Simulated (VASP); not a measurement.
Wanted: the native input for a VASP 6.6.1 run.

- Task: single point
- Functional: PBEsol
- Potentials or basis: VASP PAW PBE potentials, release 64 (Mg, O)
- Cutoff: 520 eV
- k mesh: 11 × 11 × 11
- Occupations: fermi-dirac, width 0.05 eV
- Spin: no spin polarisation
- Dipole correction: no
- Further INCAR settings: ALGO = Normal; EDIFF = 1e-06; NBANDS = 11

The structure of MgO lies in POSCAR:

```
MgO
1.0
    0.0000000000      2.0680677700      2.0680677700
    2.0680677700      0.0000000000      2.0680677700
    2.0680677700      2.0680677700      0.0000000000
Mg O
1 1
Direct
    0.0000000000      0.0000000000      0.0000000000
    0.5000000000      0.5000000000      0.5000000000
```

These files were run (other wordings do the same):

INCAR

```
SYSTEM = MgO
  PREC = Accurate
  ENCUT = 520
  EDIFF = 1E-6
  ISMEAR = -1
  SIGMA = 0.05
  LREAL = .FALSE.
  LASPH = .TRUE.
  NELM = 100
  ALGO = Normal
  ISIF = 2
  LWAVE = .FALSE.
  LCHARG = .TRUE.
  GGA = PS
  LELF = .TRUE.
  LVHAR = .TRUE.
  NBANDS = 11
```

KPOINTS

```
Automatic mesh
0
G
  11 11 11
  0 0 0
```

Potentials or basis: VASP PAW PBE potentials, release 64 (Mg, O).

The run is started by

```bash
$ cat potpaw_PBE.64/Mg/POTCAR potpaw_PBE.64/O/POTCAR > POTCAR
$ mpirun -np 1 vasp_std > vasp.out
```

Results of the run:

```yaml
Pressure: 9.5 GPa
Band_gap_on_the_k_mesh: 5.18 eV, direct
```

Caveat: the PAW data sets were made with another functional, which shifts forces and pressure a little.

Wall time 18 s on 1 thread of Intel Xeon 8259CL (shared host), peak memory 0.14 GiB.
